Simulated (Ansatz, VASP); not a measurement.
Au: VASP beside Ansatz

```xyz
2
Lattice="2.9000 0.0000 0.0000 -1.4500 2.5115 0.0000 0.0000 0.0000 4.8800" Properties=species:S:1:pos:R:3 pbc="T T T"
Au    0.0000    1.6743    3.6600
Au    1.4500    0.8372    1.2200
```

Alike in both runs: task single point; functional PBE; k mesh 10 × 10 × 5; no spin polarisation.

|  | VASP | Ansatz |
| --- | --- | --- |
| version | VASP 6.6.1 | Ansatz 0.2.0 |
| potentials or method | VASP PAW PBE potentials, release 64 (Au) | plane waves, PAW |
| plane-wave cutoff (eV) | 520 | 420 |
| occupations | methfessel-paxton of order 1, width 0.1 eV | cold, width 0.1 eV |
| valence electrons in the cell | 22 | 38 |

Ansatz gave:

```
pressure (GPa)                                                : 2.5
traceless stress, the component that is largest in VASP (GPa) : 0.28
```

Q: What did VASP give for the same quantities?

A: Pressure (GPa): 2.3; traceless stress, the component that is largest in VASP (GPa): 0.10.

VASP's potentials hold 22 valence electrons a cell and Ansatz's 38, so a difference there can come from the potentials and not from the codes. Ansatz's warnings: structure snapped to symmetry.

Spin-orbit coupling is off throughout.
